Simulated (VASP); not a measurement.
SnTe3:

```
CELL_PARAMETERS angstrom
5.61101 0.00000 0.00000
-2.80551 4.85928 0.00000
0.00000 0.00000 5.39045
ATOMIC_POSITIONS crystal
Sn 0.00000 0.00000 0.00000
Te 0.50000 0.00000 0.00000
Te 0.00000 0.50000 0.00000
Te 0.50000 0.50000 0.00000
```

The cell was built from a structure type or drawn by symmetry, and may not be a known phase.

| Item | Value |
| --- | --- |
| Program | VASP 6.6.1 |
| Task | relaxation of cell and atoms |
| Functional | PBE |
| Potentials or basis | VASP PAW PBE potentials, release 64 (Sn_d, Te) |
| Cutoff | 600 eV |
| k mesh | 6 × 6 × 4 |
| Occupations | gaussian, width 0.1 eV |
| Spin | no spin polarisation |

At the start: pressure 22.8 GPa; volume 36.74 Å³/atom.

Q: Where does the relaxation end?

A: Over 5 steps the energy falls by 853.6 meV/atom and the volume is 47.61 Å³/atom (+29.6 %); space group P6/mmm (No. 191, to 0.1 Å) before and after.

The path:
```csv
step,energy change (eV),largest force (eV/Å),pressure (GPa),volume (Å³)
1,0.0000,0.0000,22.78,146.97
2,-0.3511,0.0000,-4.68,279.04
3,-3.3808,0.0000,-1.15,196.51
4,-3.4075,0.0000,-0.53,193.17
5,-3.4142,0.0000,0.04,190.43
```

Final structure:
```cif
data_structure
_symmetry_space_group_name_H-M 'P 1'
_symmetry_Int_Tables_number 1
_cell_length_a 6.3883
_cell_length_b 6.3883
_cell_length_c 5.3882
_cell_angle_alpha 90.000
_cell_angle_beta 90.000
_cell_angle_gamma 120.000
_cell_volume 190.43
loop_
_atom_site_label
_atom_site_type_symbol
_atom_site_fract_x
_atom_site_fract_y
_atom_site_fract_z
_atom_site_occupancy
Sn1 Sn 0.00000 0.00000 0.00000 1
Te1 Te 0.50000 0.00000 0.00000 1
Te2 Te 0.00000 0.50000 0.00000 1
Te3 Te 0.50000 0.50000 0.00000 1
```

Caveat: the volume moved by over 15 % at a fixed basis, so the end points are rough.
